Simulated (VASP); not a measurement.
# Hf in VASP: further runs

The runs below take Hf through single point, relaxation of shape and atoms at fixed volume, with PBE.

Everything below comes from runs of VASP 6.6.1. Logs are shortened: lines on timing, memory, paths and dates and some standing lists are left out, and cuts for length are marked.

## Step 1: The cell of the first run

The structure is hexagonal, space group P6_3/mmc (No. 194). The conventional cell has a = 3.176 Å, b = 3.176 Å, c = 4.950 Å, α = 90.00°, β = 90.00°, γ = 120.00°. Hf (site symmetry -6m2) has 12 Hf at 3.08 to 3.18 Å within 4.1 Å.

## Step 2: Single point, PBE (strained)

Input file INCAR:

```
SYSTEM = Hf
PREC = Accurate
ENCUT = 520
EDIFF = 1E-7
ISMEAR = 0
SIGMA = 0.1
LREAL = .False.
LASPH = .True.
NELM = 100
ALGO = Normal
ISIF = 2
LWAVE = .False.
LCHARG = .True.
GGA = PE
LELF = .True.
LVHAR = .True.
NBANDS = 17
```

Input file KPOINTS:

```
regular mesh
0
Gamma
  15 15 8
  0 0 0
```

Input file POSCAR:

```
Hf
1.0
    3.1763994886      0.0000000000      0.0000000000
   -1.5881997443      2.7508426497      0.0000000000
    0.0000000000      0.0000000000      4.9498159700
Hf
2
Direct
    0.3333333333      0.6666666667      0.2500000000
    0.6666666667      0.3333333333      0.7500000000
```

Potentials or basis: VASP PAW PBE potentials, release 64 (Hf_pv).

Launch:

```sh
$ cat potpaw_PBE.64/Hf_pv/POTCAR > POTCAR
$ mpirun -np 1 vasp_std > vasp.out
```

OUTCAR:

```text
SYSTEM = Hf
   PREC = Accurate
   ENCUT = 520
   EDIFF = 1E-7
   ISMEAR = 0
   LREAL = .False.
   LASPH = .True.
   NELM = 100
   ISIF = 2
   GGA = PE

 ion  position               nearest neighbor table
   1  0.333  0.667  0.250-   2 3.08   2 3.08   2 3.08   2 3.08   2 3.08   2 3.08
   2  0.667  0.333  0.750-   1 3.08   1 3.08   1 3.08   1 3.08   1 3.08   1 3.08

  LATTYP: Found a hexagonal cell.
 ALAT       =     3.1763994886
 C/A-ratio  =     1.5583102780

  Lattice vectors:

 A1 = (   3.1763994886,   0.0000000000,   0.0000000000)
 A2 = (  -1.5881997443,   2.7508426497,   0.0000000000)
 A3 = (   0.0000000000,   0.0000000000,   4.9498159700)

Analysis of symmetry for initial positions (statically):
=====================================================================
 Subroutine PRICEL returns:
 Original cell was already a primitive cell.

 Routine SETGRP: Setting up the symmetry group for a
 hexagonal supercell.

 Subroutine GETGRP returns: Found 24 space group operations
 (whereof 12 operations were pure point group operations)
 out of a pool of 24 trial point group operations.

The static configuration has the point symmetry D_3d.
 The point group associated with its full space group is D_6h.

Analysis of symmetry for dynamics (positions and initial velocities):
=====================================================================
 Subroutine PRICEL returns:
 Original cell was already a primitive cell.

 Routine SETGRP: Setting up the symmetry group for a
 hexagonal supercell.

 Subroutine GETGRP returns: Found 24 space group operations
 (whereof 12 operations were pure point group operations)
 out of a pool of 24 trial point group operations.

The dynamic configuration has the point symmetry D_3d.
 The point group associated with its full space group is D_6h.

 Subroutine INISYM returns: Found 24 space group operations
 (whereof 12 operations are pure point group operations),
 and found     1 'primitive' translations

----------------------------------------------------------------------------------------

                                     Primitive cell

  volume of cell :      43.2504

  direct lattice vectors                    reciprocal lattice vectors
     3.176399489  0.000000000  0.000000000     0.314821862  0.181762487  0.000000000
    -1.588199744  2.750842650  0.000000000     0.000000000  0.363524973  0.000000000
     0.000000000  0.000000000  4.949815970     0.000000000  0.000000000  0.202027713

  length of vectors
[... 83 lines left out ...]
   LREAL  =      F    real-space projection
   EDIFFG = 0.1E-05   stopping-criterion for IOM
   NSW    =      0    number of steps for IOM
   IBRION =     -1    ionic relax: 0-MD 1-quasi-New 2-CG
   NFREE  =      0    steps in history (QN), initial steepest desc. (CG)
   ISIF   =      2    stress and relaxation
   ISYM   =      2    0-nonsym 1-usesym 2-fastsym
   POTIM  = 0.5000    time-step for ionic-motion
   TEBEG  =    0.0;   TEEND  =   0.0 temperature during run
   PSTRESS=    0.0 pullay stress
   NELECT =      20.0000    total number of electrons
   NUPDOWN=      -1.0000    fix difference up-down
   EMIN   =  10.00;   EMAX   =-10.00  energy-range for DOS
   EFERMI =   0.00;   METHOD = LEGACY
   ISMEAR =     0;   SIGMA  =   0.10  broadening in eV -4-tet -1-fermi 0-gaus
   EFERMI_NEDOS =   21; number of points for ismear=-14 and -15
   IALGO  =     38    algorithm
   IMIX   =      4    mixing-type and parameters
     AMIX     =   0.40;   BMIX     =  1.00
     AMIX_MAG =   1.60;   BMIX_MAG =  1.00
  volume/ion in A,a.u.               =      21.63       145.93
  Fermi-wavevector in a.u.,A,eV,Ry     =   1.265964  2.392326 21.805596  1.602666
  Thomas-Fermi vector in A             =   2.399190
   LORBIT       =      0    0 simple, 1 ext, 2 COOP (PROOUT), +10 PAW based schemes
   GGA     = PE    functional components
   LHFCALC =     F    Hartree Fock is set to
   AEXX    =    0.0000 exact exchange contribution
   IVDW    =     0    specifies the selected vdW correction
   LEPSILON=     F    determine dielectric tensor
   LRPA    =     F    only Hartree local field effects (RPA)
 non-spin polarized calculation
 Gauss-broadening in eV      SIGMA  =   0.10
  energy-cutoff  :      520.00
  volume of cell :       43.25
 maximum number of plane-waves:      1180
 NGX is ok and might be reduce to    24
   NGX = 11   NGY = 11   NGZ = 19

 number of electron      20.0000000 magnetization

 Free energy of the ion-electron system (eV)
  ---------------------------------------------------
  ext. energy  EPLUGINS =         0.00000000
  ---------------------------------------------------
  free energy    TOTEN  =       -19.82996591 eV

  energy without entropy =      -19.82335626  energy(sigma->0) =      -19.82666108

 E-fermi :   5.1696     XC(G=0): -11.4382

 val. band max:        5.1482472096   @ k =   0.0667  -0.0000   0.2500
 cond. band min:       5.1733882663   @ k =   0.3333   0.2667   0.3750
 fundamental gap:      0.0251410567
 Fermi energy:         5.1696099737

 k-point     1 :       0.0000    0.0000    0.0000
  band No.  band energies     occupation
      1     -25.9207      2.00000
      2     -25.0849      2.00000
      3     -25.0849      2.00000
      4     -24.9312      2.00000
      5     -24.9312      2.00000
      6     -24.9200      2.00000
[... 457 lines left out ...]
      4     -25.3808      2.00000
      5     -25.2373      2.00000
      6     -25.1589      2.00000
[... 9 lines left out ...]
     16      11.4548      0.00000
     17      11.7170      0.00000

 [... further k-points ...]

------------------------ aborting loop because EDIFF is reached ----------------------------------------

  FORCE on cell =-STRESS in cart. coord.  units (eV):
  Direction    XX          YY          ZZ          XY          YZ          ZX
  --------------------------------------------------------------------------------------
  -------------------------------------------------------------------------------------
  Total        1.0045678      1.0045678      1.5056707     -0.0000000      0.0000000      0.0000000
  in kB       37.2134472     37.2134472     55.7764252     -0.0000000      0.0000000      0.0000000
  external PRESSURE =      43.4011065 kB  Pullay stress =       0.0000000 kB

 VOLUME and BASIS-vectors are now :
 -----------------------------------------------------------------------------
  energy-cutoff  :      520.00
  volume of cell :       43.25
      direct lattice vectors                 reciprocal lattice vectors
     3.176399489  0.000000000  0.000000000     0.314821862  0.181762487  0.000000000
    -1.588199744  2.750842650  0.000000000     0.000000000  0.363524973  0.000000000
     0.000000000  0.000000000  4.949815970     0.000000000  0.000000000  0.202027713

 POSITION                                       TOTAL-FORCE (eV/Angst)
 -----------------------------------------------------------------------------------
     -0.00000      1.83390      1.23745         0.000000      0.000000      0.000000
      1.58820      0.91695      3.71236        -0.000000     -0.000000      0.000000
 -----------------------------------------------------------------------------------
    total drift:                               -0.000000      0.000000     -0.000000

  FREE ENERGIE OF THE ION-ELECTRON SYSTEM (eV)
  ---------------------------------------------------
  free  energy   TOTEN  =       -19.8299659076 eV

  energy  without entropy=      -19.8233562601  energy(sigma->0) =      -19.82666108
```

Run time: 26 s. Hardware: 1 thread of Intel Xeon 6975P-C (Granite Rapids), shared host; peak memory 0.21 GiB.

What came out:

```
Free energy            : -19.8300 eV
Pressure               : 4.3 GPa
Band gap on the k mesh : zero (bands 10 and 11 overlap by 1.59 eV)
```

Caveat: the cell differs from its parent crystal (strained); the cell stands under pressure; spin-orbit coupling is left out, which moves the levels of the heavy elements.

## Step 3: Single point, PBE (atoms moved at random and the cell strained at random)

Input file INCAR:

```
  PREC = Accurate
  ENCUT = 520
  EDIFF = 1E-7
  ISMEAR = 0
  SIGMA = 0.1
  LREAL = F
  LASPH = T
  NELM = 100
  ALGO = Fast
  ISIF = 2
  LWAVE = F
  LCHARG = F
  GGA = PE
  NBANDS = 17
```

Input file KPOINTS:

```
regular mesh
0
Gamma
  14 14 8
```

Input file POSCAR:

```
Hf
1.0
    3.2146639699      0.0004475378      0.0319669852
   -1.6069444059      2.7670079398     -0.0063493836
    0.0505780000      0.0176011440      5.0398953880
Hf
2
Direct
    0.3317728572      0.6664174273      0.2558602554
    0.6682271428      0.3335825727      0.7441397446
```

Potentials or basis: VASP PAW PBE potentials, release 64 (Hf_pv).

Launch:

```sh
$ cat potpaw_PBE.64/Hf_pv/POTCAR > POTCAR
$ mpirun -np 1 vasp_std > vasp.out
```

OUTCAR:

```text
PREC = Accurate
   ENCUT = 520
   EDIFF = 1E-7
   ISMEAR = 0
   LREAL = F
   LASPH = T
   NELM = 100
   ISIF = 2
   GGA = PE

 ion  position               nearest neighbor table
   1  0.332  0.666  0.256-   2 3.04   2 3.09   2 3.11   2 3.16   2 3.16   2 3.20
   2  0.668  0.334  0.744-   1 3.04   1 3.09   1 3.11   1 3.16   1 3.16   1 3.20

  LATTYP: Found a triclinic cell.
 ALAT       =     3.2148229388
 B/A-ratio  =     0.9953232613
 C/A-ratio  =     1.5677939343
 COS(alpha) =     0.0040039515
 COS(beta)  =     0.0199780102
 COS(gamma) =     0.5020779055

  Lattice vectors:

 A1 = (  -3.2146639699,  -0.0004475378,  -0.0319669852)
 A2 = (  -1.6069444059,   2.7670079398,  -0.0063493836)
 A3 = (  -0.0505780000,  -0.0176011440,  -5.0398953880)

Analysis of symmetry for initial positions (statically):
=====================================================================
 Subroutine PRICEL returns:
 Original cell was already a primitive cell.

 Routine SETGRP: Setting up the symmetry group for a
 triclinic supercell.

 Subroutine GETGRP returns: Found  2 space group operations
 (whereof  2 operations were pure point group operations)
 out of a pool of  2 trial point group operations.

The static configuration has the point symmetry S_2 .

Analysis of symmetry for dynamics (positions and initial velocities):
=====================================================================
 Subroutine PRICEL returns:
 Original cell was already a primitive cell.

 Routine SETGRP: Setting up the symmetry group for a
 triclinic supercell.

 Subroutine GETGRP returns: Found  2 space group operations
 (whereof  2 operations were pure point group operations)
[... 115 lines left out ...]
   EMIN   =  10.00;   EMAX   =-10.00  energy-range for DOS
   EFERMI =   0.00;   METHOD = LEGACY
   ISMEAR =     0;   SIGMA  =   0.10  broadening in eV -4-tet -1-fermi 0-gaus
   EFERMI_NEDOS =   21; number of points for ismear=-14 and -15
   IALGO  =     68    algorithm
   IMIX   =      4    mixing-type and parameters
     AMIX     =   0.40;   BMIX     =  1.00
     AMIX_MAG =   1.60;   BMIX_MAG =  1.00
  volume/ion in A,a.u.               =      22.41       151.26
  Fermi-wavevector in a.u.,A,eV,Ry     =   1.250931  2.363918 21.290796  1.564829
  Thomas-Fermi vector in A             =   2.384903
   LORBIT       =      0    0 simple, 1 ext, 2 COOP (PROOUT), +10 PAW based schemes
   GGA     = PE    functional components
   LHFCALC =     F    Hartree Fock is set to
   AEXX    =    0.0000 exact exchange contribution
   IVDW    =     0    specifies the selected vdW correction
   LEPSILON=     F    determine dielectric tensor
   LRPA    =     F    only Hartree local field effects (RPA)
 non-spin polarized calculation
 RMM-DIIS sequential band-by-band and
 Gauss-broadening in eV      SIGMA  =   0.10
  energy-cutoff  :      520.00
  volume of cell :       44.83
 maximum number of plane-waves:      1224
   NGX = 11   NGY = 11   NGZ = 19

 number of electron      20.0000005 magnetization

 Free energy of the ion-electron system (eV)
  ---------------------------------------------------
  ext. energy  EPLUGINS =         0.00000000
  ---------------------------------------------------
  free energy    TOTEN  =       -19.84482627 eV

  energy without entropy =      -19.83927774  energy(sigma->0) =      -19.84205200

 E-fermi :   4.9082     XC(G=0): -11.2728

 val. band max:        4.9049525681   @ k =  -0.4286  -0.2857   0.3750
 cond. band min:       4.9096538580   @ k =  -0.0714   0.1429   0.5000
 fundamental gap:      0.0047012899
 Fermi energy:         4.9081660475

 k-point     1 :       0.0000    0.0000    0.0000
  band No.  band energies     occupation
      1     -26.1851      2.00000
      2     -25.4438      2.00000
      3     -25.4360      2.00000
      4     -25.3165      2.00000
      5     -25.3063      2.00000
      6     -25.2954      2.00000
[... 457 lines left out ...]
      4     -25.4527      2.00000
      5     -25.3547      2.00000
      6     -25.3351      2.00000
[... 9 lines left out ...]
     16       7.9352      0.00000
     17      10.7066      0.00000

 [... further k-points ...]

------------------------ aborting loop because EDIFF is reached ----------------------------------------

  FORCE on cell =-STRESS in cart. coord.  units (eV):
  Direction    XX          YY          ZZ          XY          YZ          ZX
  --------------------------------------------------------------------------------------
  -------------------------------------------------------------------------------------
  Total       -0.1076328      0.0990420      0.2213767      0.0436245     -0.1095799     -0.3241155
  in kB       -3.8468145      3.5397785      7.9120389      1.5591475     -3.9164025    -11.5839424
  external PRESSURE =       2.5350010 kB  Pullay stress =       0.0000000 kB

 VOLUME and BASIS-vectors are now :
 -----------------------------------------------------------------------------
  energy-cutoff  :      520.00
  volume of cell :       44.83
      direct lattice vectors                 reciprocal lattice vectors
     3.214663970  0.000447538  0.031966985     0.311086672  0.180655484 -0.003752833
    -1.606944406  2.767007940 -0.006349384    -0.000037764  0.361376377 -0.001261678
     0.050578000  0.017601144  5.039895388    -0.001973204 -0.000690589  0.198439031

 POSITION                                       TOTAL-FORCE (eV/Angst)
 -----------------------------------------------------------------------------------
      0.00858      1.84863      1.29588         0.036995     -0.005877     -0.216245
      1.64971      0.93642      3.76963        -0.036995      0.005877      0.216245
 -----------------------------------------------------------------------------------
    total drift:                               -0.000000      0.000000      0.000000

  FREE ENERGIE OF THE ION-ELECTRON SYSTEM (eV)
  ---------------------------------------------------
  free  energy   TOTEN  =       -19.8448262668 eV

  energy  without entropy=      -19.8392777418  energy(sigma->0) =      -19.84205200
```

Run time: 2.9 min. Hardware: 1 thread of Intel Xeon 6975P-C (Granite Rapids), shared host; peak memory 0.56 GiB.

What came out:

| Property | Result |
| --- | --- |
| Free energy | -19.8448 eV |
| Pressure | 0.3 GPa |
| Largest force | 0.219 eV/Å |
| Band gap on the k mesh | zero (bands 10 and 11 overlap by 1.49 eV) |

Forces in eV/Å, atoms in the order of the input:
```
Hf   0.037 -0.006 -0.216
Hf  -0.037  0.006  0.216
```

Stress tensor (GPa, compression positive):
```
-0.38  0.16 -1.16
 0.16  0.35 -0.39
-1.16 -0.39  0.79
```

Caveat: the cell differs from its parent crystal (atoms moved at random and the cell strained at random); spin-orbit coupling is left out, which moves the levels of the heavy elements.

## Step 4: Relaxation of shape and atoms at fixed volume, PBE (20.51 Å³/atom)

This run uses another cell than the first one, of 20.51 Å³/atom.

Input file INCAR:

```
ALGO = Fast
EDIFF = 1E-7
EDIFFG = -0.01
ENCUT = 600
GGA = PE
IBRION = 2
ISIF = 4
ISMEAR = 0
LASPH = T
LCHARG = F
LREAL = F
LWAVE = F
NELM = 100
NSW = 50
PREC = Accurate
SIGMA = 0.1
```

Input file KPOINTS:

```
k-points
0
Gamma
  18 18 8
```

Input file POSCAR:

```
Hf
1.0
    3.1033504953      0.0000000000      0.0000000000
   -1.5516752476      2.6875803658      0.0000000000
    0.0000000000      0.0000000000      4.9173093214
Hf
2
Direct
    0.3333333333      0.6666666667      0.2500000000
    0.6666666667      0.3333333333      0.7500000000
```

Launch:

```sh
$ cat potpaw_PBE.64/Hf_pv/POTCAR > POTCAR
$ mpirun -np 1 vasp_std > vasp.out
```

Run time: 4.3 min. Hardware: 1 thread of Intel Xeon 8259CL, shared host; peak memory 0.26 GiB.

It converged, with:

* Free energy: -19.7252 eV
* Pressure after relaxing: 11.4 GPa
* Band gap on the k mesh: zero (bands 10 and 11 overlap by 1.56 eV)

Final structure:
```
Hf
1.0
     3.10335    0.00000    0.00000
    -1.55168    2.68758    0.00000
     0.00000    0.00000    4.91731
Hf
2
Direct
  0.33333 0.66667 0.25000
  0.66667 0.33333 0.75000
```

Levels at points of the mesh, in eV from the Fermi level:
```
           k point  band 8  band 9  band 10  band 11  band 12  band 13
(0.00, 0.00, 0.00)   -4.02    0.94     1.17     1.17     1.47     2.09
(0.50, 0.00, 0.00)   -3.11   -2.55    -0.66     0.75     0.96     1.82
(0.00, 0.00, 0.50)   -5.56    0.09     0.09     1.06     1.06     1.06
(0.50, 0.00, 0.50)   -3.72   -1.18    -1.18     1.47     1.47     2.83
```

Caveat: the relaxation stopped at its first step, so nothing moved; spin-orbit coupling is left out, which moves the levels of the heavy elements.

[end of part 1 of 2]
